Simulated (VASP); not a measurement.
# Li (Im-3m) in VASP: further runs

The runs below take Li through single point, with PBE, LDA.

All numbers are computed with VASP 6.6.1; they aren't measurements. Logs are shortened: lines on timing, memory, paths and dates and some standing lists are left out, and cuts for length are marked.

### 1 The cell of the first run

It takes space group Im-3m (No. 229, cubic). The conventional cell has a = 3.500 Å, b = 3.500 Å, c = 3.500 Å, α = 90.00°, β = 90.00°, γ = 90.00°. Li (site symmetry m-3m) has 14 Li at 3.03 to 3.50 Å within 4.0 Å.

### 2 Single point, PBE

Input file INCAR:

```
PREC = Accurate
ENCUT = 520
EDIFF = 1E-7
ISMEAR = -1
SIGMA = 0.05
LREAL = False
LASPH = True
NELM = 60
ALGO = Normal
ISIF = 2
LWAVE = False
LCHARG = False
GGA = PE
NBANDS = 8
```

Input file KPOINTS:

```
regular mesh
0
Gamma
  13 13 13
```

Input file POSCAR:

```
Li
1.0
   -1.7500000000      1.7500000000      1.7500000000
    1.7500000000     -1.7500000000      1.7500000000
    1.7500000000      1.7500000000     -1.7500000000
Li
1
Direct
    0.0000000000      0.0000000000      0.0000000000
```

Potentials or basis: VASP PAW PBE potentials, release 64 (Li_sv).

Started as:

```sh
> cat potpaw_PBE.64/Li_sv/POTCAR > POTCAR
> mpirun -np 1 vasp_std > vasp.out
```

OUTCAR:

```text
PREC = Accurate
   ENCUT = 520
   EDIFF = 1E-7
   ISMEAR = -1
   LREAL = False
   LASPH = True
   NELM = 60
   ISIF = 2
   GGA = PE

 ion  position               nearest neighbor table
   1  0.000  0.000  0.000-

  LATTYP: Found a body centered cubic cell.
 ALAT       =     3.5000000000

  Lattice vectors:

 A1 = (  -1.7500000000,   1.7500000000,   1.7500000000)
 A2 = (   1.7500000000,  -1.7500000000,   1.7500000000)
 A3 = (   1.7500000000,   1.7500000000,  -1.7500000000)

Analysis of symmetry for initial positions (statically):
=====================================================================
 Subroutine PRICEL returns:
 Original cell was already a primitive cell.

 Routine SETGRP: Setting up the symmetry group for a
 body centered cubic supercell.

 Subroutine GETGRP returns: Found 48 space group operations
 (whereof 48 operations were pure point group operations)
 out of a pool of 48 trial point group operations.

The static configuration has the point symmetry O_h .

Analysis of symmetry for dynamics (positions and initial velocities):
=====================================================================
 Subroutine PRICEL returns:
 Original cell was already a primitive cell.

 Routine SETGRP: Setting up the symmetry group for a
 body centered cubic supercell.

 Subroutine GETGRP returns: Found 48 space group operations
 (whereof 48 operations were pure point group operations)
 out of a pool of 48 trial point group operations.

The dynamic configuration has the point symmetry O_h .

 Subroutine INISYM returns: Found 48 space group operations
 (whereof 48 operations are pure point group operations),
 and found     1 'primitive' translations

----------------------------------------------------------------------------------------

                                     Primitive cell

  volume of cell :      21.4375

  direct lattice vectors                    reciprocal lattice vectors
    -1.750000000  1.750000000  1.750000000     0.000000000  0.285714286  0.285714286
     1.750000000 -1.750000000  1.750000000     0.285714286  0.000000000  0.285714286
     1.750000000  1.750000000 -1.750000000     0.285714286  0.285714286  0.000000000

  length of vectors
     3.031088913  3.031088913  3.031088913     0.404061018  0.404061018  0.404061018
[... 71 lines left out ...]
   ISTART =      0    job   : 0-new  1-cont  2-samecut
   ICHARG =      2    charge: 1-file 2-atom 10-const
   ISPIN  =      1    spin polarized calculation?
   LNONCOLLINEAR =      F non collinear calculations
   LSORBIT =      F    spin-orbit coupling
   LASPH  =      T    aspherical Exc in radial PAW
   ENCUT  =  520.0 eV  38.22 Ry    6.18 a.u.   5.64  5.64  5.64*2*pi/ulx,y,z
   NELM   =     60;   NELMIN=  2; NELMDL= -5     # of ELM steps
   EDIFF  = 0.1E-06   stopping-criterion for ELM
   LREAL  =      F    real-space projection
   EDIFFG = 0.1E-05   stopping-criterion for IOM
   NSW    =      0    number of steps for IOM
   IBRION =     -1    ionic relax: 0-MD 1-quasi-New 2-CG
   NFREE  =      0    steps in history (QN), initial steepest desc. (CG)
   ISIF   =      2    stress and relaxation
   ISYM   =      2    0-nonsym 1-usesym 2-fastsym
   POTIM  = 0.5000    time-step for ionic-motion
   TEBEG  =    0.0;   TEEND  =   0.0 temperature during run
   PSTRESS=    0.0 pullay stress
   NELECT =       3.0000    total number of electrons
   NUPDOWN=      -1.0000    fix difference up-down
   EMIN   =  10.00;   EMAX   =-10.00  energy-range for DOS
   EFERMI =   0.00;   METHOD = LEGACY
   ISMEAR =    -1;   SIGMA  =   0.05  broadening in eV -4-tet -1-fermi 0-gaus
   EFERMI_NEDOS =   21; number of points for ismear=-14 and -15
   IALGO  =     38    algorithm
   IMIX   =      4    mixing-type and parameters
     AMIX     =   0.40;   BMIX     =  1.00
     AMIX_MAG =   1.60;   BMIX_MAG =  1.00
  volume/ion in A,a.u.               =      21.44       144.67
  Fermi-wavevector in a.u.,A,eV,Ry     =   0.849944  1.606162  9.828924  0.722406
  Thomas-Fermi vector in A             =   1.965845
   LORBIT       =      0    0 simple, 1 ext, 2 COOP (PROOUT), +10 PAW based schemes
   GGA     = PE    functional components
   LHFCALC =     F    Hartree Fock is set to
   AEXX    =    0.0000 exact exchange contribution
   IVDW    =     0    specifies the selected vdW correction
   LEPSILON=     F    determine dielectric tensor
   LRPA    =     F    only Hartree local field effects (RPA)
 non-spin polarized calculation
  energy-cutoff  :      520.00
  volume of cell :       21.44
 maximum number of plane-waves:       603
   NGX = 11   NGY = 11   NGZ = 11

 number of electron       2.9999990 magnetization

 Free energy of the ion-electron system (eV)
  ---------------------------------------------------
  ext. energy  EPLUGINS =         0.00000000
  ---------------------------------------------------
  free energy    TOTEN  =        -1.90483270 eV

  energy without entropy =       -1.90105361  energy(sigma->0) =       -1.90294315

 E-fermi :   0.5256     XC(G=0):  -6.9094

 val. band max:        0.4957681534   @ k =  -0.3846   0.4615   0.0769
 cond. band min:       0.5540072643   @ k =   0.4615   0.0000   0.0000
 fundamental gap:      0.0582391108
 Fermi energy:         0.5255732525

 k-point     1 :       0.0000    0.0000    0.0000
  band No.  band energies     occupation
      1     -46.1540      2.00000
      2      -3.0140      2.00000
      3      14.5023      0.00000
      4      14.5023      0.00000
      5      14.5024      0.00000
      6      19.1608      0.00000
      7      19.1608      0.00000
      8      19.1608      0.00000
[... 243 lines left out ...]
 k-point    24 :       0.2308    0.0769    0.0769
  band No.  band energies     occupation
      1     -46.1426      2.00000
      2      -1.0439      2.00000
      3       7.2579      0.00000
      4      10.1194      0.00000
      5      10.5433      0.00000
      6      17.1367      0.00000
      7      17.7140      0.00000
      8      20.6670      0.00000

 [... further k-points ...]
[... 5 lines left out ...]
  --------------------------------------------------------------------------------------
  -------------------------------------------------------------------------------------
  Total       -0.1062035     -0.1062035     -0.1062035      0.0000000      0.0000000     -0.0000000
  in kB       -7.9373419     -7.9373419     -7.9373419      0.0000000      0.0000000     -0.0000000
  external PRESSURE =      -7.9373419 kB  Pullay stress =       0.0000000 kB

 VOLUME and BASIS-vectors are now :
 -----------------------------------------------------------------------------
  energy-cutoff  :      520.00
  volume of cell :       21.44
      direct lattice vectors                 reciprocal lattice vectors
    -1.750000000  1.750000000  1.750000000     0.000000000  0.285714286  0.285714286
     1.750000000 -1.750000000  1.750000000     0.285714286  0.000000000  0.285714286
     1.750000000  1.750000000 -1.750000000     0.285714286  0.285714286  0.000000000

 POSITION                                       TOTAL-FORCE (eV/Angst)
 -----------------------------------------------------------------------------------
      0.00000      0.00000      0.00000         0.000000     -0.000000      0.000000
 -----------------------------------------------------------------------------------
    total drift:                                0.000000      0.000000     -0.000000

  FREE ENERGIE OF THE ION-ELECTRON SYSTEM (eV)
  ---------------------------------------------------
  free  energy   TOTEN  =        -1.9048327011 eV

  energy  without entropy=       -1.9010536067  energy(sigma->0) =       -1.90294315
```

It took 5 s on 1 thread of Intel Xeon Platinum 8488C (Sapphire Rapids), shared host; peak memory 0.13 GiB.

Results:

```yaml
Free_energy: -1.9048 eV
Band_gap_on_the_k_mesh: zero (an odd number of electrons rules out a gap without spin polarisation)
```

Caveat: the cutoff is under 1.25 times the usual one of these potentials, so pressure, stress and relaxed cells hold a basis-set (Pulay) error.

### 3 Single point, LDA, collinear spin, zero start

Input file INCAR:

```
ALGO = Normal ; EDIFF = 1E-6
ENCUT = 520 ; ISIF = 2
ISMEAR = -5 ; ISPIN = 2
LASPH = True ; LCHARG = False
LORBIT = 11 ; LREAL = False
LWAVE = False ; MAGMOM = 0
NBANDS = 12 ; NELM = 150
PREC = Accurate ; SIGMA = 0.1
```

Input file KPOINTS:

```
k-points
0
Gamma
  13 13 13
```

POSCAR is that of step 2.

Potentials or basis: VASP PAW LDA potentials, release 64 (Li_sv).

Started as:

```sh
> cat potpaw_LDA.64/Li_sv/POTCAR > POTCAR
> mpirun -np 1 vasp_std > vasp.out
```

Run time: 12 s. Hardware: 1 thread of Intel Xeon Platinum 8488C (Sapphire Rapids), shared host; peak memory 0.15 GiB.

The run converged. Its results:

```yaml
Free_energy: -2.0323 eV
Net_moment: 0.00 μB per cell
Valence_electrons_inside_the_program's_atomic_spheres: Li 2.08
```

Levels at points of the mesh, in eV from the Fermi level:
Spin up:
```
           k point  band 1  band 2  band 3  band 4  band 5  band 6
(0.00, 0.00, 0.00)  -45.77   -3.46   13.74   13.74   13.74   18.64
```
Spin down:
| k point | band 1 | band 2 | band 3 | band 4 | band 5 |
| --- | --- | --- | --- | --- | --- |
| (0.00, 0.00, 0.00) | -45.77 | -3.46 | 13.74 | 13.74 | 13.74 |

Caveat: the cutoff is under 1.25 times the usual one of these potentials, so pressure, stress and relaxed cells hold a basis-set (Pulay) error; tetrahedron occupations give inexact forces and stress in metals.
